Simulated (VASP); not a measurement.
MgS, 2 atoms in the cell. Symmetry: R-3m, No. 166, trigonal system. The conventional cell has a = 3.622 Å, b = 3.622 Å, c = 9.081 Å, α = 90.00°, β = 90.00°, γ = 120.00°. Mg (site symmetry -3m) has 6 S at 2.58 Å within 3.4 Å. Within 3.4 Å of S (site symmetry -3m) lie 6 Mg at 2.58 Å.  This cell differs from its parent crystal: epitaxial 111 strain -1.5%.

```yaml
Program: VASP 6.6.1
Task: single point
Functional: PBE
Potentials_or_basis: VASP PAW PBE potentials, release 64 (Mg, S)
Cutoff: 520 eV
k_mesh: 8 × 8 × 8
Occupations: fermi-dirac, width 0.02 eV
Spin: no spin polarisation
Dipole_correction: no
Further_INCAR_settings: ALGO = Normal; EDIFF = 1e-06; NBANDS = 11
```

Potentials or basis: VASP PAW PBE potentials, release 64 (Mg, S).

Command:

```sh
$ cat potpaw_PBE.64/Mg/POTCAR potpaw_PBE.64/S/POTCAR > POTCAR
$ mpirun -np 1 vasp_std > vasp.out
```

Hardware: 1 thread of Intel Xeon 8259CL (shared host).

Q: Estimate the wall time of this run.

A: It took 37 s on 1 thread of Intel Xeon 8259CL, with other jobs on the host, peak memory 0.17 GiB. Counts: scf iterations 12, k points 65.
